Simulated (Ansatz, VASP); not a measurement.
## Sr2AlO in VASP and in Ansatz

```
CELL_PARAMETERS angstrom
3.84585 0.00000 0.00000
-1.92293 3.33061 0.00000
0.00000 0.00000 16.11249
ATOMIC_POSITIONS crystal
Sr 0.66667 0.33333 0.88302
Sr 0.33333 0.66667 0.11698
Sr 0.66667 0.33333 0.29971
Sr 0.33333 0.66667 0.70029
Al 0.33333 0.66667 0.45154
Al 0.66667 0.33333 0.54846
O 0.00000 0.00000 0.80387
O 0.00000 0.00000 0.19613
```

Change from the starting cell: species swapped into the CeAlSi2 type (P-3m1, No. 164).

Alike in both runs: functional PBE; k mesh 6 × 6 × 2; occupations gaussian, width 0.1 eV; no spin polarisation.

Ansatz relaxed the structure, and its values are those at the end. VASP's run is a single point on that final structure, the one shown.

```csv
,VASP,Ansatz
version,VASP 6.6.1,Ansatz 0.2.0
potentials or method,"VASP PAW PBE potentials, release 64 (Sr_sv, Al, O), cutoff 600 eV","scalar-relativistic, plane waves, PAW"
valence electrons in the cell,58,58
```

```csv
,VASP,Ansatz,Ansatz less VASP
gap on the k mesh at the Fermi level (eV),none,none,-
pressure (GPa),0.1,0.0,-0.13
rms of the force components (eV/Å),0.018,0.011,-0.0068
```

A gap of «none» marks a metal or a gap that the smearing closes. With one functional, cell and mesh, what is left measures potentials, basis and numerics.
